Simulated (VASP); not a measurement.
Ge:

```
Ge
1.0
     4.07723    0.00000    0.00000
    -2.03861    3.53098    0.00000
     0.00000    0.00000   11.06616
Ge
4
Direct
  0.66667 0.33333 0.41485
  0.33333 0.66667 0.91485
  0.00000 0.00000 0.47745
  0.00000 0.00000 0.97745
```

Base run:

| Item | Value |
| --- | --- |
| Program | VASP 6.6.1 |
| Functional | LDA |
| Potentials or basis | VASP PAW LDA potentials, release 64 (Ge_d) |
| Cutoff | 520 eV |
| k mesh | 6 × 6 × 2 |
| Occupations | fermi-dirac, width 0.05 eV |
| Spin | no spin polarisation |

Its results: band gap on the k mesh zero (filled and empty bands touch); pressure -2.8 GPa; largest force 0.303 eV/Å.

Task: The run is repeated on the same cell with these changes: k mesh from 6 × 6 × 2 to 8 × 8 × 3; further incar settings from ALGO = Normal; EDIFF = 1e-06; NBANDS = 36 to ALGO = Normal; EDIFF = 1e-07; NBANDS = 36. What comes out?

Result: Band gap on the k mesh 0.46 eV, indirect (least direct gap 0.60 eV); pressure -2.9 GPa; largest force 0.311 eV/Å.

A k mesh can miss the band edges.
